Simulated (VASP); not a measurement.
# TePb (Fm-3m) in VASP: a series of runs

TePb is run at these levels: r2SCAN, PBE; tasks: single point.

Everything below comes from runs of VASP 6.6.1. Logs are shortened: lines on timing, memory, paths and dates and some standing lists are left out, and cuts for length are marked.

### Step 1. The cell of the first run

Symmetry: Fm-3m, No. 225, cubic system. The conventional cell has a = 6.536 Å, b = 6.536 Å, c = 6.536 Å, α = 90.00°, β = 90.00°, γ = 90.00°. Pb (site symmetry m-3m) has 6 Te at 3.27 Å within 4.3 Å. Within 4.3 Å of Te (site symmetry m-3m) lie 6 Pb at 3.27 Å.

### Step 2. Single point, r2SCAN

POSCAR reads:

```
TePb
1.0
    0.0000000000      3.2678368488      3.2678368488
    3.2678368488      0.0000000000      3.2678368488
    3.2678368488      3.2678368488      0.0000000000
Pb Te
1 1
Direct
    0.0000000000      0.0000000000      0.0000000000
    0.5000000000      0.5000000000      0.5000000000
```

INCAR.step1 reads:

```
  PREC = Accurate
  ENCUT = 520
  ISMEAR = 0
  SIGMA = 0.01
  LREAL = False
  LASPH = True
  NELM = 80
  NBANDS = 17
  GGA = PE
  ALGO = Normal
  EDIFF = 1E-4
  LWAVE = True
  LCHARG = False
```

INCAR.step2 reads:

```
  PREC = Accurate
  ENCUT = 520
  EDIFF = 1E-6
  ISMEAR = 0
  SIGMA = 0.01
  LREAL = False
  LASPH = True
  NELM = 80
  ALGO = Normal
  ISIF = 2
  LWAVE = False
  LCHARG = False
  METAGGA = R2SCAN
  LMIXTAU = True
  NBANDS = 17
  ISTART = 1
```

KPOINTS reads:

```
Automatic mesh
0
Gamma
  4 4 4
```

Potentials or basis: VASP PAW PBE potentials, release 64 (Pb_d, Te).

Started as:

```console
$ cat potpaw_PBE.64/Pb_d/POTCAR potpaw_PBE.64/Te/POTCAR > POTCAR
$ cp INCAR.step1 INCAR
$ mpirun -np 1 vasp_std > vasp.out
$ cp INCAR.step2 INCAR
$ mpirun -np 1 vasp_std > vasp.out
```

OUTCAR:

```text
PREC = Accurate
   ENCUT = 520
   EDIFF = 1E-6
   ISMEAR = 0
   LREAL = False
   LASPH = True
   NELM = 80
   ISIF = 2
   METAGGA = R2SCAN
   ISTART = 1

 ion  position               nearest neighbor table
   1  0.000  0.000  0.000-   2 3.27   2 3.27   2 3.27   2 3.27   2 3.27   2 3.27
   2  0.500  0.500  0.500-   1 3.27   1 3.27   1 3.27   1 3.27   1 3.27   1 3.27

  LATTYP: Found a face centered cubic cell.
 ALAT       =     6.5356736976

  Lattice vectors:

 A1 = (   0.0000000000,   3.2678368488,   3.2678368488)
 A2 = (   3.2678368488,   0.0000000000,   3.2678368488)
 A3 = (   3.2678368488,   3.2678368488,   0.0000000000)

Analysis of symmetry for initial positions (statically):
=====================================================================
 Subroutine PRICEL returns:
 Original cell was already a primitive cell.

 Routine SETGRP: Setting up the symmetry group for a
 face centered cubic supercell.

 Subroutine GETGRP returns: Found 48 space group operations
 (whereof 48 operations were pure point group operations)
 out of a pool of 48 trial point group operations.

The static configuration has the point symmetry O_h .

Analysis of symmetry for dynamics (positions and initial velocities):
=====================================================================
 Subroutine PRICEL returns:
 Original cell was already a primitive cell.

 Routine SETGRP: Setting up the symmetry group for a
 face centered cubic supercell.

 Subroutine GETGRP returns: Found 48 space group operations
 (whereof 48 operations were pure point group operations)
 out of a pool of 48 trial point group operations.

The dynamic configuration has the point symmetry O_h .

 Subroutine INISYM returns: Found 48 space group operations
 (whereof 48 operations are pure point group operations),
 and found     1 'primitive' translations

----------------------------------------------------------------------------------------

                                     Primitive cell

  volume of cell :      69.7929

  direct lattice vectors                    reciprocal lattice vectors
     0.000000000  3.267836849  3.267836849    -0.153006415  0.153006415  0.153006415
     3.267836849  0.000000000  3.267836849     0.153006415 -0.153006415  0.153006415
     3.267836849  3.267836849  0.000000000     0.153006415  0.153006415 -0.153006415

  length of vectors
     4.621419191  4.621419191  4.621419191     0.265014884  0.265014884  0.265014884

  position of ions in fractional coordinates (direct lattice)
     0.000000000  0.000000000  0.000000000
     0.500000000  0.500000000  0.500000000

  ion indices of the primitive-cell ions
[... 59 lines left out ...]
   LREAL  =      F    real-space projection
   EDIFFG = 0.1E-04   stopping-criterion for IOM
   NSW    =      0    number of steps for IOM
   IBRION =     -1    ionic relax: 0-MD 1-quasi-New 2-CG
   NFREE  =      0    steps in history (QN), initial steepest desc. (CG)
   ISIF   =      2    stress and relaxation
   ISYM   =      2    0-nonsym 1-usesym 2-fastsym
   POTIM  = 0.5000    time-step for ionic-motion
   TEBEG  =    0.0;   TEEND  =   0.0 temperature during run
   PSTRESS=    0.0 pullay stress
   NELECT =      20.0000    total number of electrons
   NUPDOWN=      -1.0000    fix difference up-down
   EMIN   =  10.00;   EMAX   =-10.00  energy-range for DOS
   EFERMI =   0.00;   METHOD = LEGACY
   ISMEAR =     0;   SIGMA  =   0.01  broadening in eV -4-tet -1-fermi 0-gaus
   EFERMI_NEDOS =   21; number of points for ismear=-14 and -15
   IALGO  =     38    algorithm
   IMIX   =      4    mixing-type and parameters
     AMIX     =   0.40;   BMIX     =  1.00
     AMIX_MAG =   1.60;   BMIX_MAG =  1.00
  volume/ion in A,a.u.               =      34.90       235.49
  Fermi-wavevector in a.u.,A,eV,Ry     =   1.079314  2.039608 15.849680  1.164919
  Thomas-Fermi vector in A             =   2.215276
   LORBIT       =      0    0 simple, 1 ext, 2 COOP (PROOUT), +10 PAW based schemes
   METAGGA = R2SCAN    functional components
   LHFCALC =     F    Hartree Fock is set to
   AEXX    =    0.0000 exact exchange contribution
   IVDW    =     0    specifies the selected vdW correction
   LEPSILON=     F    determine dielectric tensor
   LRPA    =     F    only Hartree local field effects (RPA)
 non-spin polarized calculation
 Gauss-broadening in eV      SIGMA  =   0.01
  energy-cutoff  :      520.00
  volume of cell :       69.79
 maximum number of plane-waves:      1893
 NGX is ok and might be reduce to    36
   NGX = 17   NGY = 17   NGZ = 17

 number of electron      20.0000002 magnetization

 Free energy of the ion-electron system (eV)
  ---------------------------------------------------
  ext. energy  EPLUGINS =         0.00000000
  ---------------------------------------------------
  free energy    TOTEN  =       -82.69672376 eV

  energy without entropy =      -82.69672376  energy(sigma->0) =      -82.69672376

 E-fermi :   5.1812     XC(G=0):  -9.6537

 val. band max:        5.0644852169   @ k =   0.5000   0.0000   0.0000
 cond. band min:       6.1588903003   @ k =   0.5000   0.0000   0.0000
 fundamental gap:      1.0944050834
 Fermi energy:         5.1811672523

 k-point     1 :       0.0000    0.0000    0.0000
  band No.  band energies     occupation
      1     -12.2553      2.00000
      2     -12.2553      2.00000
      3     -12.2461      2.00000
      4     -12.2461      2.00000
      5     -12.2461      2.00000
      6      -7.1540      2.00000
[... 137 lines left out ...]
      4     -12.2394      2.00000
      5     -12.2235      2.00000
      6      -5.3392      2.00000
[... 9 lines left out ...]
     16      16.5383      0.00000
     17      16.6709      0.00000

------------------------ aborting loop because EDIFF is reached ----------------------------------------

  FORCE on cell =-STRESS in cart. coord.  units (eV):
  Direction    XX          YY          ZZ          XY          YZ          ZX
  --------------------------------------------------------------------------------------
  -------------------------------------------------------------------------------------
  Total        0.0066588      0.0066588      0.0066588      0.0000000      0.0000000     -0.0000000
  in kB        0.1528603      0.1528603      0.1528603      0.0000000      0.0000000     -0.0000000
  external PRESSURE =       0.1528603 kB  Pullay stress =       0.0000000 kB

 VOLUME and BASIS-vectors are now :
 -----------------------------------------------------------------------------
  energy-cutoff  :      520.00
  volume of cell :       69.79
      direct lattice vectors                 reciprocal lattice vectors
     0.000000000  3.267836849  3.267836849    -0.153006415  0.153006415  0.153006415
     3.267836849  0.000000000  3.267836849     0.153006415 -0.153006415  0.153006415
     3.267836849  3.267836849  0.000000000     0.153006415  0.153006415 -0.153006415

 POSITION                                       TOTAL-FORCE (eV/Angst)
 -----------------------------------------------------------------------------------
      0.00000      0.00000      0.00000         0.000000      0.000000      0.000000
      3.26784      3.26784      3.26784        -0.000000      0.000000     -0.000000
 -----------------------------------------------------------------------------------
    total drift:                               -0.000000      0.000000      0.000000

  FREE ENERGIE OF THE ION-ELECTRON SYSTEM (eV)
  ---------------------------------------------------
  free  energy   TOTEN  =       -82.6967237591 eV

  energy  without entropy=      -82.6967237591  energy(sigma->0) =      -82.69672376
```

OUTCAR.step1:

```text
PREC = Accurate
   ENCUT = 520
   ISMEAR = 0
   LREAL = False
   LASPH = True
[... 363 lines left out ...]
      0.00000      0.00000      0.00000         0.000000      0.000000      0.000000
      3.26784      3.26784      3.26784        -0.000000     -0.000000     -0.000000
 -----------------------------------------------------------------------------------
    total drift:                               -0.000000      0.000000      0.000000

  FREE ENERGIE OF THE ION-ELECTRON SYSTEM (eV)
  ---------------------------------------------------
  free  energy   TOTEN  =        -7.5135266066 eV

  energy  without entropy=       -7.5135266066  energy(sigma->0) =       -7.51352661
```

OSZICAR.step1:

```text
N       E                     dE             d eps       ncg     rms          rms(c)
DAV:   1     0.152902673788E+03    0.15290E+03   -0.91685E+03   280   0.110E+03
DAV:   2     0.335688057820E+01   -0.14955E+03   -0.14522E+03   277   0.293E+02
DAV:   3    -0.734979517092E+01   -0.10707E+02   -0.10664E+02   360   0.869E+01
DAV:   4    -0.764368001152E+01   -0.29388E+00   -0.29381E+00   348   0.156E+01
DAV:   5    -0.765176920856E+01   -0.80892E-02   -0.80888E-02   374   0.230E+00    0.311E+00
DAV:   6    -0.751554041568E+01    0.13623E+00   -0.31280E-01   412   0.372E+00    0.193E+00
DAV:   7    -0.751154415428E+01    0.39963E-02   -0.87281E-02   346   0.139E+00    0.917E-01
DAV:   8    -0.751365962279E+01   -0.21155E-02   -0.10340E-02   331   0.101E+00    0.163E-01
DAV:   9    -0.751349424773E+01    0.16538E-03   -0.15618E-03   397   0.405E-01    0.719E-02
DAV:  10    -0.751352660662E+01   -0.32359E-04   -0.19628E-04   298   0.109E-01
   1 F= -.75135266E+01 E0= -.75135266E+01  d E =-.783479E-46
```

Wall time 91 s (1 thread of AMD EPYC 7R43 (Zen 3), shared host); peak memory 0.18 GiB.

What came out:

```yaml
Free_energy: -82.6967 eV
Pressure: 0.0 GPa
Band_gap_on_the_k_mesh: 1.09 eV, direct
```

Levels at points of the mesh, in eV from the valence-band top:
| k point | band 8 | band 9 | band 10 | band 11 | band 12 | band 13 |
| --- | --- | --- | --- | --- | --- | --- |
| (0.00, 0.00, 0.00) | -1.35 | -1.35 | -1.35 | 4.32 | 4.32 | 4.32 |
| (0.50, 0.00, 0.00) | -0.90 | -0.90 | 0.00 | 1.09 | 1.51 | 1.51 |
| (0.50, 0.50, 0.00) | -4.41 | -2.76 | -2.76 | 3.74 | 5.71 | 5.71 |

Caveat: the PAW data sets were made with another functional, which shifts forces and pressure a little; spin-orbit coupling is left out, which moves the levels of the heavy elements.

### Step 3. Single point, PBE

INCAR reads:

```
ALGO = Normal
EDIFF = 1E-6
ENCUT = 520
GGA = PE
ISIF = 2
ISMEAR = 0
LASPH = T
LCHARG = T
LELF = T
LREAL = F
LVHAR = T
LWAVE = F
NBANDS = 17
NELM = 100
PREC = Accurate
SIGMA = 0.01
```

KPOINTS reads:

```
k-points
0
Gamma
  6 6 6
```

POSCAR is that of step 2.

Potentials or basis: VASP PAW PBE potentials, release 64 (Pb_d, Te).

Started as:

```console
$ cat potpaw_PBE.64/Pb_d/POTCAR potpaw_PBE.64/Te/POTCAR > POTCAR
$ mpirun -np 1 vasp_std > vasp.out
```

Wall time 38 s (1 thread of AMD EPYC 7R43 (Zen 3), shared host); peak memory 0.17 GiB.

The run converged. Its results:

```yaml
Free_energy: -7.5218 eV
Pressure: 0.6 GPa
Band_gap_on_the_k_mesh: 0.80 eV, direct
```

Levels at points of the mesh, in eV from the valence-band top:
| k point | band 8 | band 9 | band 10 | band 11 | band 12 | band 13 |
| --- | --- | --- | --- | --- | --- | --- |
| (0.00, 0.00, 0.00) | -1.21 | -1.21 | -1.21 | 4.04 | 4.04 | 4.04 |
| (0.50, 0.00, 0.00) | -0.78 | -0.78 | 0.00 | 0.80 | 1.36 | 1.36 |
| (0.50, 0.50, 0.00) | -4.23 | -2.60 | -2.60 | 3.44 | 5.36 | 5.36 |

Caveat: spin-orbit coupling is left out, which moves the levels of the heavy elements. A k mesh can miss the band edges.
